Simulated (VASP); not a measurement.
# Ti3H in VASP: further runs

Ti3H is run at these levels: PBE; tasks: single point.

Program: VASP 6.6.1. These are calculated values, not measurements. Logs are shortened: lines on timing, memory, paths and dates and some standing lists are left out, and cuts for length are marked.

## Step 1: The cell of the first run

The cell holds a slab with vacuum, 8 atoms: a = 4.604 Å, b = 4.604 Å, c = 22.497 Å, α = 90.00°, β = 90.00°, γ = 120.00°.

## Step 2: Single point, PBE

Contents of INCAR:

```
  ALGO = Normal
  DIPOL = 0.5 0.5 0.343
  EDIFF = 1E-6
  ENCUT = 520
  GGA = PE
  IDIPOL = 3
  ISIF = 2
  ISMEAR = 0
  LASPH = T
  LCHARG = T
  LDIPOL = T
  LELF = T
  LREAL = F
  LVACPOTAV = T
  LVHAR = T
  LWAVE = F
  NBANDS = 47
  NELM = 60
  PREC = Accurate
  SIGMA = 0.1
```

Contents of KPOINTS:

```
k-points
0
Gamma
  6 6 1
```

Contents of POSCAR:

```
Ti3H
1.0
    4.6037402166      0.0000000000      0.0000000000
   -2.3018701083      3.9869559800      0.0000000000
    0.0000000000      0.0000000000     22.4968207969
Ti H
6 2
Direct
    0.6666666667      0.3333333333      0.1778029010
    0.3333333333      0.6666666667      0.2195747826
    0.0000000000      0.0000000000      0.2613466643
    0.6666666667      0.3333333333      0.2980472831
    0.3333333333      0.6666666667      0.3304570154
    0.0000000000      0.0000000000      0.3776898467
    0.2925754216      0.7074245784      0.5377124575
    0.3740912451      0.6259087549      0.5377124575
```

Potentials or basis: VASP PAW PBE potentials, release 64 (Ti_sv, H).

Command:

```
cat potpaw_PBE.64/Ti_sv/POTCAR potpaw_PBE.64/H/POTCAR > POTCAR
mpirun -np 1 vasp_std > vasp.out
```

OUTCAR:

```text
EDIFF = 1E-6
   ENCUT = 520
   GGA = PE
   ISIF = 2
   ISMEAR = 0
   LASPH = T
   LREAL = F
   NELM = 60
   PREC = Accurate

 ion  position               nearest neighbor table
   1  0.667  0.333  0.178-   4 2.71   2 2.82   2 2.82   2 2.82
   2  0.333  0.667  0.220-   5 2.49   1 2.82   1 2.82   3 2.82   1 2.82   3 2.82   3 2.82
   3  0.000  0.000  0.261-   6 2.62   4 2.78   4 2.78   4 2.78   2 2.82   2 2.82   2 2.82
   4  0.667  0.333  0.298-   1 2.71   5 2.76   5 2.76   5 2.76   3 2.78   3 2.78   3 2.78
   5  0.333  0.667  0.330-   2 2.49   4 2.76   4 2.76   4 2.76   6 2.86   6 2.86   6 2.86
   6  0.000  0.000  0.378-   3 2.62   5 2.86   5 2.86   5 2.86
   7  0.293  0.707  0.538-   8 0.65
   8  0.374  0.626  0.538-   7 0.65

  LATTYP: Found a hexagonal cell.
 ALAT       =     4.6037402166
 C/A-ratio  =     4.8866399359

  Lattice vectors:

 A1 = (   4.6037402166,   0.0000000000,   0.0000000000)
 A2 = (  -2.3018701083,   3.9869559800,   0.0000000000)
 A3 = (   0.0000000000,   0.0000000000,  22.4968207969)

Analysis of symmetry for initial positions (statically):
=====================================================================
 Subroutine PRICEL returns:
 Original cell was already a primitive cell.

 Routine SETGRP: Setting up the symmetry group for a
 hexagonal supercell.

 Subroutine GETGRP returns: Found  2 space group operations
 (whereof  2 operations were pure point group operations)
 out of a pool of 24 trial point group operations.

The static configuration has the point symmetry C_1h.

Analysis of symmetry for dynamics (positions and initial velocities):
=====================================================================
 Subroutine PRICEL returns:
 Original cell was already a primitive cell.

 Routine SETGRP: Setting up the symmetry group for a
 hexagonal supercell.

 Subroutine GETGRP returns: Found  2 space group operations
 (whereof  2 operations were pure point group operations)
 out of a pool of 24 trial point group operations.

The dynamic configuration has the point symmetry C_1h.

 Subroutine INISYM returns: Found  2 space group operations
 (whereof  2 operations are pure point group operations),
 and found     1 'primitive' translations

----------------------------------------------------------------------------------------

                                     Primitive cell

  volume of cell :     412.9271

  direct lattice vectors                    reciprocal lattice vectors
     4.603740217  0.000000000  0.000000000     0.217214689  0.125408959  0.000000000
    -2.301870108  3.986955980  0.000000000     0.000000000  0.250817918  0.000000000
     0.000000000  0.000000000 22.496820797     0.000000000  0.000000000  0.044450725

  length of vectors
     4.603740217  4.603740217 22.496820797     0.250817918  0.250817918  0.044450725

  position of ions in fractional coordinates (direct lattice)
     0.666666667  0.333333333  0.177802901
     0.333333333  0.666666667  0.219574783
     0.000000000  0.000000000  0.261346664
     0.666666667  0.333333333  0.298047283
     0.333333333  0.666666667  0.330457015
     0.000000000  0.000000000  0.377689847
     0.292575422  0.707424578  0.537712457
     0.374091245  0.625908755  0.537712457

  ion indices of the primitive-cell ions
   primitive index   ion index
                 1           1
                 2           2
                 3           3
                 4           4
                 5           5
                 6           6
                 7           7
                 8           8

----------------------------------------------------------------------------------------

 KPOINTS: k-points

Automatic generation of k-mesh.
 Grid dimensions read from file:
 generate k-points for:    6    6    1

 Generating k-lattice:

  Cartesian coordinates                     Fractional coordinates (reciprocal lattice)
     0.036202448  0.020901493  0.000000000     0.166666667  0.000000000  0.000000000
     0.000000000  0.041802986  0.000000000     0.000000000  0.166666667  0.000000000
     0.000000000  0.000000000  0.044450725     0.000000000  0.000000000  1.000000000

  Length of vectors
     0.041802986  0.041802986  0.044450725

  Shift w.r.t. Gamma in fractional coordinates (k-lattice)
     0.000000000  0.000000000  0.000000000

 Subroutine IBZKPT returns following result:
 ===========================================

 Found     13 irreducible k-points:

 Following reciprocal coordinates:
            Coordinates               Weight
  0.000000  0.000000  0.000000      1.000000
  0.166667  0.000000  0.000000      4.000000
 -0.166667  0.166667  0.000000      2.000000
  0.333333  0.000000  0.000000      4.000000
 -0.333333  0.333333  0.000000      2.000000
  0.500000  0.000000  0.000000      2.000000
  0.500000  0.500000  0.000000      1.000000
  0.166667  0.166667  0.000000      2.000000
 -0.166667  0.333333  0.000000      4.000000
  0.333333  0.166667  0.000000      4.000000
 -0.166667  0.500000  0.000000      4.000000
  0.500000  0.333333  0.000000      4.000000
  0.333333  0.333333  0.000000      2.000000
   k-points           NKPTS =     13   k-points in BZ     NKDIM =     13   number of bands    NBANDS=     47
   number of dos      NEDOS =    301   number of ions     NIONS =      8
   total plane-waves  NPLWV = 217728
   dimension x,y,z NGX =    36 NGY =   36 NGZ =  168
   dimension x,y,z NGXF=    72 NGYF=   72 NGZF=  336
   ions per type =               6   2
   NGX,Y,Z   is equivalent  to a cutoff of  13.00, 13.00, 12.41 a.u.
   NGXF,Y,Z  is equivalent  to a cutoff of  26.00, 26.00, 24.83 a.u.
 SYSTEM =  unknown system
   PREC   = accura    normal or accurate (medium, high low for compatibility)
   ISTART =      0    job   : 0-new  1-cont  2-samecut
   ICHARG =      2    charge: 1-file 2-atom 10-const
   ISPIN  =      1    spin polarized calculation?
   LNONCOLLINEAR =      F non collinear calculations
   LSORBIT =      F    spin-orbit coupling
   LASPH  =      T    aspherical Exc in radial PAW
   ENCUT  =  520.0 eV  38.22 Ry    6.18 a.u.   8.56  8.56 41.83*2*pi/ulx,y,z
   NELM   =     60;   NELMIN=  2; NELMDL= -5     # of ELM steps
   EDIFF  = 0.1E-05   stopping-criterion for ELM
   LREAL  =      F    real-space projection
   EDIFFG = 0.1E-04   stopping-criterion for IOM
   NSW    =      0    number of steps for IOM
   IBRION =     -1    ionic relax: 0-MD 1-quasi-New 2-CG
   NFREE  =      0    steps in history (QN), initial steepest desc. (CG)
   ISIF   =      2    stress and relaxation
   ISYM   =      2    0-nonsym 1-usesym 2-fastsym
   POTIM  = 0.5000    time-step for ionic-motion
   TEBEG  =    0.0;   TEEND  =   0.0 temperature during run
   PSTRESS=    0.0 pullay stress
   NELECT =      74.0000    total number of electrons
   NUPDOWN=      -1.0000    fix difference up-down
   EMIN   =  10.00;   EMAX   =-10.00  energy-range for DOS
   EFERMI =   0.00;   METHOD = LEGACY
   ISMEAR =     0;   SIGMA  =   0.10  broadening in eV -4-tet -1-fermi 0-gaus
   EFERMI_NEDOS =   21; number of points for ismear=-14 and -15
   IALGO  =     38    algorithm
   IMIX   =      4    mixing-type and parameters
     AMIX     =   0.40;   BMIX     =  1.00
     AMIX_MAG =   1.60;   BMIX_MAG =  1.00
  volume/ion in A,a.u.               =      51.62       348.32
  Fermi-wavevector in a.u.,A,eV,Ry     =   0.922984  1.744187 11.590801  0.851900
  Thomas-Fermi vector in A             =   2.048571
   LORBIT       =      0    0 simple, 1 ext, 2 COOP (PROOUT), +10 PAW based schemes
   GGA     = PE    functional components
   LHFCALC =     F    Hartree Fock is set to
   AEXX    =    0.0000 exact exchange contribution
   IVDW    =     0    specifies the selected vdW correction
   LEPSILON=     F    determine dielectric tensor
   LRPA    =     F    only Hartree local field effects (RPA)
 non-spin polarized calculation
 Gauss-broadening in eV      SIGMA  =   0.10
  energy-cutoff  :      520.00
  volume of cell :      412.93
 maximum number of plane-waves:     11163
 NGX is ok and might be reduce to    36
   NGX = 17   NGY = 17   NGZ = 83

 dipolmoment           0.000000      0.000000      0.115309 electrons x Angstroem

 number of electron      73.9999982 magnetization

 dipolmoment           0.000000      0.000000     -0.016487 electrons x Angstroem

 Free energy of the ion-electron system (eV)
  ---------------------------------------------------
  ext. energy  EPLUGINS =         0.00000000
  ---------------------------------------------------
  free energy    TOTEN  =       -48.30633711 eV

  energy without entropy =      -48.23919383  energy(sigma->0) =      -48.27276547

 E-fermi :  -0.2910     XC(G=0):  -4.2186

 val. band max:       -0.3105127456   @ k =   0.3333   0.3333   0.0000
 cond. band min:      -0.2870024050   @ k =   0.3333   0.3333   0.0000
 fundamental gap:      0.0235103406
 Fermi energy:        -0.2910037809

 k-point     1 :       0.0000    0.0000    0.0000
  band No.  band energies     occupation
      1     -57.3555      2.00000
      2     -57.3394      2.00000
      3     -56.7693      2.00000
      4     -56.6516      2.00000
      5     -56.5913      2.00000
      6     -56.4988      2.00000
[... 39 lines left out ...]
     46       1.5156      0.00000
     47       1.6271      0.00000

 k-point     2 :       0.1667    0.0000    0.0000
  band No.  band energies     occupation
      1     -57.3549      2.00000
      2     -57.3389      2.00000
      3     -56.7600      2.00000
      4     -56.6550      2.00000
      5     -56.5958      2.00000
      6     -56.5014      2.00000
[... 39 lines left out ...]
     46       1.4547      0.00000
     47       1.5240      0.00000

 k-point     3 :      -0.1667    0.1667    0.0000
  band No.  band energies     occupation
      1     -57.3549      2.00000
      2     -57.3389      2.00000
      3     -56.7600      2.00000
      4     -56.6550      2.00000
      5     -56.5958      2.00000
      6     -56.5014      2.00000
[... 39 lines left out ...]
     46       1.4548      0.00000
     47       1.5243      0.00000

 k-point     4 :       0.3333    0.0000    0.0000
  band No.  band energies     occupation
      1     -57.3538      2.00000
      2     -57.3380      2.00000
      3     -56.7365      2.00000
      4     -56.6658      2.00000
      5     -56.6059      2.00000
      6     -56.5067      2.00000
[... 389 lines left out ...]
     46       1.2648      0.00000
     47       1.5280      0.00000

 k-point    12 :       0.5000    0.3333    0.0000
  band No.  band energies     occupation
      1     -57.3532      2.00000
      2     -57.3376      2.00000
      3     -56.7202      2.00000
      4     -56.6738      2.00000
      5     -56.6130      2.00000
      6     -56.5091      2.00000
[... 39 lines left out ...]
     46       1.2654      0.00000
     47       1.5186      0.00000

 k-point    13 :       0.3333    0.3333    0.0000
  band No.  band energies     occupation
      1     -57.3529      2.00000
      2     -57.3374      2.00000
      3     -56.7099      2.00000
      4     -56.6785      2.00000
      5     -56.6182      2.00000
      6     -56.5102      2.00000
[... 39 lines left out ...]
     46       1.0444      0.00000
     47       1.1522      0.00000

------------------------ aborting loop because EDIFF is reached ----------------------------------------

  FORCE on cell =-STRESS in cart. coord.  units (eV):
  Direction    XX          YY          ZZ          XY          YZ          ZX
  --------------------------------------------------------------------------------------
  -------------------------------------------------------------------------------------
  Total       -1.5513537     -3.1345504     -0.7821829     -1.3710886     -0.0082980      0.0143724
  in kB       -6.0193279    -12.1622084     -3.0349077     -5.3198905     -0.0321965      0.0557655
  external PRESSURE =      -7.0721480 kB  Pullay stress =       0.0000000 kB

 VOLUME and BASIS-vectors are now :
 -----------------------------------------------------------------------------
  energy-cutoff  :      520.00
  volume of cell :      412.93
      direct lattice vectors                 reciprocal lattice vectors
     4.603740217  0.000000000  0.000000000     0.217214689  0.125408959  0.000000000
    -2.301870108  3.986955980  0.000000000     0.000000000  0.250817918  0.000000000
     0.000000000  0.000000000 22.496820797     0.000000000  0.000000000  0.044450725

 POSITION                                       TOTAL-FORCE (eV/Angst)
 -----------------------------------------------------------------------------------
      2.30187      1.32899      4.00000         0.000195     -0.000113      0.137027
     -0.00000      2.65797      4.93973        -0.000120      0.000069      0.490409
      0.00000      0.00000      5.87947        -0.000110      0.000063     -0.582651
      2.30187      1.32899      6.70512        -0.000131      0.000076     -0.032720
     -0.00000      2.65797      7.43423         0.000201     -0.000116      0.003804
      0.00000      0.00000      8.49682        -0.004068      0.002349     -0.032356
     -0.28146      2.82047     12.09682        -4.228160      2.441129      0.008666
      0.28146      2.49547     12.09682         4.232193     -2.443458      0.007821
 -----------------------------------------------------------------------------------
    total drift:                               -0.000006      0.000003      0.000436

  FREE ENERGIE OF THE ION-ELECTRON SYSTEM (eV)
  ---------------------------------------------------
  free  energy   TOTEN  =       -48.3063371090 eV

  energy  without entropy=      -48.2391938322  energy(sigma->0) =      -48.27276547

 vacuum level on the upper side and lower side of the slab         2.983         3.146
```

Wall time 6.4 min (1 thread of AMD EPYC 9R45 (Zen 5), shared host); peak memory 0.53 GiB.

Results:

| Item | Value |
| --- | --- |
| Free energy | -48.3063 eV |
| Largest force | 4.887 eV/Å |
| Band gap on the k mesh | zero (bands 37 and 38 overlap by 0.25 eV) |

Forces in eV/Å, atoms in the order of the input:
```
Ti   0.000  0.000  0.137
Ti   0.000  0.000  0.490
Ti   0.000  0.000 -0.583
Ti   0.000  0.000 -0.033
Ti   0.000  0.000  0.004
Ti  -0.004  0.002 -0.032
H   -4.228  2.441  0.009
H    4.232 -2.443  0.008
```

## Step 3: Single point, PBE

Contents of INCAR:

```
SYSTEM = Ti3H
ALGO = Normal
DIPOL = 0.5 0.5 0.318
EDIFF = 1E-7
ENCUT = 520
GGA = PE
IDIPOL = 3
ISIF = 2
ISMEAR = 0
LASPH = .True.
LCHARG = .False.
LDIPOL = .True.
LREAL = .False.
LWAVE = .False.
NBANDS = 47
NELM = 100
PREC = Accurate
SIGMA = 0.1
```

Contents of KPOINTS:

```
k-points
0
Gamma
  6 6 1
  0 0 0
```

POSCAR: that of step 2 with these lines changed.

```diff
@@ -14,3 +14,3 @@
     0.0000000000      0.0000000000      0.3776898467
-    0.2925754216      0.7074245784      0.5377124575
-    0.3740912451      0.6259087549      0.5377124575
+    0.1671664623      0.8328335377      0.4403653692
+    0.4995002043      0.5004997957      0.4403653692
```

Potentials or basis: VASP PAW PBE potentials, release 64 (Ti_sv, H).

Command:

```
cat potpaw_PBE.64/Ti_sv/POTCAR potpaw_PBE.64/H/POTCAR > POTCAR
mpirun -np 1 vasp_std > vasp.out
```

Wall time 18 min (1 thread of AMD EPYC 7R43 (Zen 3), shared host); peak memory 0.52 GiB.

Results (log left out):

| Property | Result |
| --- | --- |
| Free energy | -47.4397 eV |
| Largest force | 2.105 eV/Å |
| Band gap on the k mesh | zero (bands 37 and 38 overlap by 0.23 eV) |

Forces in eV/Å, atoms in the order of the input:
```
Ti  -0.032  0.019  0.093
Ti  -0.013  0.007  0.316
Ti  -0.002  0.001 -0.779
Ti  -0.005  0.003 -0.482
Ti  -0.176  0.101  1.717
Ti   0.532 -0.307  2.013
H   -0.070  0.041 -1.132
H   -0.234  0.135 -1.746
```

Levels at points of the mesh, in eV from the Fermi level:
```
           k point  band 33  band 34  band 35  band 36  band 37  band 38  band 39  band 40  band 41  band 42
(0.00, 0.00, 0.00)    -0.67    -0.50    -0.50    -0.26    -0.15    -0.12    -0.04     0.04     0.53     0.74
(0.50, 0.00, 0.00)    -0.77    -0.41    -0.33    -0.28    -0.14    -0.07     0.03     0.39     0.46     0.78
(0.50, 0.50, 0.00)    -0.68    -0.42    -0.40    -0.23    -0.04     0.01     0.16     0.39     0.60     0.75
```

The gap in the log of VASP goes by the Fermi energy; the results here count the filled bands.